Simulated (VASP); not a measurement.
A run of VASP 6.6.1:

INCAR

```
PREC = Accurate
ENCUT = 520
EDIFF = 1E-7
ISMEAR = 0
SIGMA = 0.1
LREAL = False
LASPH = True
NELM = 100
ALGO = Normal
ISIF = 2
LWAVE = False
LCHARG = False
GGA = PE
NBANDS = 29
```

File KPOINTS:

```
Automatic mesh
0
Gamma
  6 6 8
```

File POSCAR:

```
Sb2Pt
1.0
    5.3642556794      0.0000000000      0.0000000000
    0.0000000000      6.5624930897      0.0000000000
    0.0000000000      0.0000000000      4.1606735556
Sb Pt
4 2
Direct
    0.2160173802      0.3693527043      0.0000000000
    0.7839826198      0.6306472957      0.0000000000
    0.7160173802      0.1306472957      0.5000000000
    0.2839826198      0.8693527043      0.5000000000
    0.0000000000      0.0000000000      0.0000000000
    0.5000000000      0.5000000000      0.5000000000
```

Potentials or basis: VASP PAW PBE potentials, release 64 (Sb, Pt).

The run is started by

```sh
$ cat potpaw_PBE.64/Sb/POTCAR potpaw_PBE.64/Pt/POTCAR > POTCAR
$ mpirun -np 1 vasp_std > vasp.out
```

Hardware: 1 thread of Intel(R) Xeon(R) Platinum 8259CL CPU @ 2.50GHz (Skylake/Cascade Lake), with other jobs on the host.

**Question.** How long does it take, and how much memory?

**Answer.** Wall time 5.2 min on 1 thread of Intel(R) Xeon(R) Platinum 8259CL CPU @ 2.50GHz (Skylake/Cascade Lake) (shared host), peak memory 0.44 GiB. Counts: scf iterations 15, k points 80.
